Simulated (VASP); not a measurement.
# Pt in VASP: single point with PBE

Aim: the single point of Pt with PBE.

Program: VASP 6.6.1. These are calculated values, not measurements. Logs are shortened: lines on timing, memory, paths and dates and some standing lists are left out, and cuts for length are marked.

## (1) The cell of the first run

The cell holds a slab with vacuum, 16 atoms: a = 5.549 Å, b = 5.549 Å, c = 26.797 Å, α = 90.00°, β = 90.00°, γ = 60.00°.

## (2) Single point, PBE

Contents of INCAR:

```
PREC     = Accurate       # precision mode
ENCUT    = 520            # plane-wave cutoff, eV
EDIFF    = 1E-6           # SCF threshold, eV
ISMEAR   = 0              # smearing method
SIGMA    = 0.1            # smearing width, eV
LREAL    = Auto         
LASPH    = True           # aspherical terms in the spheres
NELM     = 80             # most SCF steps
ALGO     = Normal         # electronic algorithm
ISIF     = 2              # what is computed and relaxed
LWAVE    = False          # write WAVECAR
LCHARG   = False          # write CHGCAR
LDIPOL   = True         
IDIPOL   = 3            
DIPOL    = 0.5 0.5 0.500
GGA      = PE             # functional
NBANDS   = 94             # bands
```

Contents of KPOINTS:

```
regular mesh
0
Gamma
  6 6 1
```

Contents of POSCAR:

```
Pt
1.0
    5.5493740188      0.0000000000      0.0000000000
    2.7746870094      4.8058988753      0.0000000000
    0.0000000000      0.0000000000     26.7965673689
Pt
16
Direct
    0.0000000000      0.0000000000      0.3731821267
    0.5000000000      0.0000000000      0.3731821267
    0.0000000000      0.5000000000      0.3731821267
    0.5000000000      0.5000000000      0.3731821267
    0.1666666667      0.1666666667      0.4577273756
    0.6666666667      0.1666666667      0.4577273756
    0.1666666667      0.6666666667      0.4577273756
    0.6666666667      0.6666666667      0.4577273756
   -0.1666666667      0.3333333333      0.5422726244
    0.3333333333      0.3333333333      0.5422726244
   -0.1666666667      0.8333333333      0.5422726244
    0.3333333333      0.8333333333      0.5422726244
    0.0000000000      0.0000000000      0.6268178733
    0.5000000000      0.0000000000      0.6268178733
    0.0000000000      0.5000000000      0.6268178733
    0.5000000000      0.5000000000      0.6268178733
```

Potentials or basis: VASP PAW PBE potentials, release 64 (Pt).

Started as:

```bash
cat potpaw_PBE.64/Pt/POTCAR > POTCAR
mpirun -np 1 vasp_std > vasp.out
```

OUTCAR:

```text
PREC = Accurate
   ENCUT = 520
   EDIFF = 1E-6
   ISMEAR = 0
   LREAL = Auto
   LASPH = True
   NELM = 80
   ISIF = 2
   GGA = PE

 ion  position               nearest neighbor table
   1  0.000  0.000  0.373-   3 2.77   3 2.77   4 2.77   4 2.77   2 2.77   2 2.77   7 2.77   6 2.77
                             5 2.77
   2  0.500  0.000  0.373-   4 2.77   3 2.77   4 2.77   3 2.77   1 2.77   1 2.77   8 2.77   5 2.77
                             6 2.77
   3  0.000  0.500  0.373-   1 2.77   1 2.77   2 2.77   2 2.77   4 2.77   4 2.77   5 2.77   8 2.77
                             7 2.77
   4  0.500  0.500  0.373-   2 2.77   1 2.77   2 2.77   1 2.77   3 2.77   3 2.77   6 2.77   7 2.77
                             8 2.77
   5  0.167  0.167  0.458-  10 2.77  12 2.77   9 2.77   7 2.77   7 2.77   8 2.77   8 2.77   6 2.77
                             6 2.77   3 2.77   2 2.77   1 2.77
   6  0.667  0.167  0.458-   9 2.77  11 2.77  10 2.77   8 2.77   7 2.77   8 2.77   7 2.77   5 2.77
                             5 2.77   4 2.77   1 2.77   2 2.77
   7  0.167  0.667  0.458-  12 2.77  10 2.77  11 2.77   5 2.77   5 2.77   6 2.77   6 2.77   8 2.77
                             8 2.77   1 2.77   4 2.77   3 2.77
   8  0.667  0.667  0.458-  11 2.77   9 2.77  12 2.77   6 2.77   5 2.77   6 2.77   5 2.77   7 2.77
                             7 2.77   2 2.77   3 2.77   4 2.77
   9  0.833  0.333  0.542-   6 2.77   8 2.77   5 2.77  11 2.77  11 2.77  12 2.77  12 2.77  10 2.77
[... 22 lines left out ...]
 A1 = (  -2.7746870094,  -4.8058988753,   0.0000000000)
 A2 = (   5.5493740188,   0.0000000000,   0.0000000000)
 A3 = (   0.0000000000,   0.0000000000,  26.7965673689)

Analysis of symmetry for initial positions (statically):
=====================================================================
 Subroutine PRICEL returns following result:

  LATTYP: Found a hexagonal cell.
 ALAT       =     2.7746870094
 C/A-ratio  =     9.6575099384

  Lattice vectors:

 A1 = (  -1.3873435047,  -2.4029494376,   0.0000000000)
 A2 = (   2.7746870094,   0.0000000000,   0.0000000000)
 A3 = (   0.0000000000,   0.0000000000,  26.7965673689)

   4 primitive cells build up your supercell.

 Routine SETGRP: Setting up the symmetry group for a
 hexagonal supercell.

 Subroutine GETGRP returns: Found 12 space group operations
 (whereof 12 operations were pure point group operations)
 out of a pool of 24 trial point group operations.

The static configuration has the point symmetry D_3d.

Analysis of symmetry for dynamics (positions and initial velocities):
=====================================================================
 Subroutine PRICEL returns following result:

  LATTYP: Found a hexagonal cell.
 ALAT       =     2.7746870094
[... 120 lines left out ...]
   IALGO  =     38    algorithm
   IMIX   =      4    mixing-type and parameters
     AMIX     =   0.40;   BMIX     =  1.00
     AMIX_MAG =   1.60;   BMIX_MAG =  1.00
  volume/ion in A,a.u.               =      44.67       301.42
  Fermi-wavevector in a.u.,A,eV,Ry     =   0.994067  1.878514 13.444852  0.988169
  Thomas-Fermi vector in A             =   2.125992
   LORBIT       =      0    0 simple, 1 ext, 2 COOP (PROOUT), +10 PAW based schemes
   GGA     = PE    functional components
   LHFCALC =     F    Hartree Fock is set to
   AEXX    =    0.0000 exact exchange contribution
   IVDW    =     0    specifies the selected vdW correction
   LEPSILON=     F    determine dielectric tensor
   LRPA    =     F    only Hartree local field effects (RPA)
 non-spin polarized calculation
 Gauss-broadening in eV      SIGMA  =   0.10
  energy-cutoff  :      520.00
  volume of cell :      714.66
 maximum number of plane-waves:     19286
 NGX is ok and might be reduce to    42
   NGX = 21   NGY = 21   NGZ = 99

 dipolmoment           0.000000      0.000000     -0.000000 electrons x Angstroem

 number of electron     160.0000008 magnetization

 dipolmoment           0.000000      0.000000      0.000000 electrons x Angstroem

 Free energy of the ion-electron system (eV)
  ---------------------------------------------------
  ext. energy  EPLUGINS =         0.00000000
  ---------------------------------------------------
  free energy    TOTEN  =       -92.96869374 eV

  energy without entropy =      -92.85293656  energy(sigma->0) =      -92.91081515

 E-fermi :  -0.0169     XC(G=0):  -5.2612

 val. band max:       -0.0915079177   @ k =   0.5000   0.1667   0.0000
 cond. band min:      -0.0163923587   @ k =   0.0000   0.0000   0.0000
 fundamental gap:      0.0751155590
 Fermi energy:        -0.0169351437

 k-point     1 :       0.0000    0.0000    0.0000
  band No.  band energies     occupation
      1      -9.6223      2.00000
      2      -8.2826      2.00000
      3      -7.1273      2.00000
      4      -7.0824      2.00000
      5      -6.8477      2.00000
      6      -6.8477      2.00000
[... 654 lines left out ...]
     91       2.9625      0.00000
     92       2.9625      0.00000
 [bands above 92 left out]

------------------------ aborting loop because EDIFF is reached ----------------------------------------

 vacuum level on the upper side and lower side of the slab       (xc-potential included)        -0.128        -0.128

  FORCE on cell =-STRESS in cart. coord.  units (eV):
  Direction    XX          YY          ZZ          XY          YZ          ZX
  --------------------------------------------------------------------------------------
  -------------------------------------------------------------------------------------
  Total       -5.4771628     -5.4771628      9.3846494      0.0000000     -0.0000000     -0.0000000
  in kB      -12.2791540    -12.2791540     21.0392786      0.0000000     -0.0000000     -0.0000000
  external PRESSURE =      -1.1730098 kB  Pullay stress =       0.0000000 kB

 VOLUME and BASIS-vectors are now :
 -----------------------------------------------------------------------------
  energy-cutoff  :      520.00
  volume of cell :      714.66
      direct lattice vectors                 reciprocal lattice vectors
     5.549374019  0.000000000  0.000000000     0.180200505 -0.104038810  0.000000000
     2.774687009  4.805898875  0.000000000     0.000000000  0.208077620  0.000000000
     0.000000000  0.000000000 26.796567369     0.000000000  0.000000000  0.037318213

 POSITION                                       TOTAL-FORCE (eV/Angst)
 -----------------------------------------------------------------------------------
      0.00000      0.00000     10.00000         0.000000      0.000000     -0.420815
      2.77469      0.00000     10.00000         0.000000     -0.000000     -0.420815
      1.38734      2.40295     10.00000         0.000000      0.000000     -0.420815
      4.16203      2.40295     10.00000         0.000000      0.000000     -0.420815
      1.38734      0.80098     12.26552         0.000000      0.000000      0.203728
      4.16203      0.80098     12.26552         0.000000      0.000000      0.203728
[... 8 lines left out ...]
      1.38734      2.40295     16.79657         0.000000     -0.000000      0.420815
      4.16203      2.40295     16.79657        -0.000000     -0.000000      0.420815
 -----------------------------------------------------------------------------------
    total drift:                               -0.000000     -0.000000      0.000000

  FREE ENERGIE OF THE ION-ELECTRON SYSTEM (eV)
  ---------------------------------------------------
  free  energy   TOTEN  =       -92.9686937417 eV

  energy  without entropy=      -92.8529365577  energy(sigma->0) =      -92.91081515

 vacuum level on the upper side and lower side of the slab         5.543         5.543
```

OSZICAR:

```text
N       E                     dE             d eps       ncg     rms          rms(c)
DAV:   1     0.114646148586E+04    0.11465E+04   -0.70127E+04  1316   0.145E+03
DAV:   2    -0.440697950689E+01   -0.11509E+04   -0.10684E+04  1556   0.292E+02
DAV:   3    -0.943522274886E+02   -0.89945E+02   -0.80768E+02  1584   0.731E+01
[... 16 lines left out ...]
DAV:  20    -0.929686700019E+02   -0.15368E-04   -0.10297E-06   974   0.298E-03    0.624E-03
DAV:  21    -0.929686842471E+02   -0.14245E-04   -0.11045E-06   908   0.378E-03    0.233E-03
DAV:  22    -0.929686902815E+02   -0.60344E-05   -0.40628E-07   838   0.284E-03    0.130E-03
DAV:  23    -0.929686932258E+02   -0.29442E-05   -0.19898E-07   830   0.907E-04    0.175E-03
DAV:  24    -0.929686937417E+02   -0.51591E-06   -0.31613E-08   754   0.744E-04
   1 F= -.92968694E+02 E0= -.92910815E+02  d E =-.115757E+00
```

stdout:

```text
POSCAR found type information on POSCAR Pt
 POSCAR found :  1 types and      16 ions
 scaLAPACK will be used
 LDA part: xc-table for (Slater+PW92), standard interpolation
 POSCAR, INCAR and KPOINTS ok, starting setup
 FFT: planning ... GRIDC
 FFT: planning ... GRID_SOFT
 FFT: planning ... GRID
 WAVECAR not read
 entering main loop
```

Wall time 33 min (1 thread of Intel Xeon 8259CL, shared host); peak memory 0.84 GiB.

Results:

```yaml
Free_energy: -92.9687 eV
Largest_force: 0.421 eV/Å
Band_gap_on_the_k_mesh: zero (bands 80 and 81 overlap by 0.84 eV)
```

Forces in eV/Å, atoms in the order of the input:
```
Pt   0.000  0.000 -0.421
Pt   0.000  0.000 -0.421
Pt   0.000  0.000 -0.421
Pt   0.000  0.000 -0.421
Pt   0.000  0.000  0.204
Pt   0.000  0.000  0.204
Pt   0.000  0.000  0.204
Pt   0.000  0.000  0.204
Pt   0.000  0.000 -0.204
Pt   0.000  0.000 -0.204
Pt   0.000  0.000 -0.204
Pt   0.000  0.000 -0.204
Pt   0.000  0.000  0.421
Pt   0.000  0.000  0.421
Pt   0.000  0.000  0.421
Pt   0.000  0.000  0.421
```

Levels at points of the mesh, in eV from the Fermi level:
| k point | band 76 | band 77 | band 78 | band 79 | band 80 | band 81 | band 82 | band 83 |
| --- | --- | --- | --- | --- | --- | --- | --- | --- |
| (0.00, 0.00, 0.00) | 0.28 | 0.28 | 0.28 | 0.57 | 0.57 | 0.57 | 0.60 | 0.60 |
| (0.50, 0.00, 0.00) | -0.51 | -0.31 | -0.31 | 0.07 | 0.07 | 0.07 | 0.07 | 0.30 |

Caveat: spin-orbit coupling is left out, which moves the levels of the heavy elements.

The gap in the log of VASP goes by the Fermi energy; the results here count the filled bands.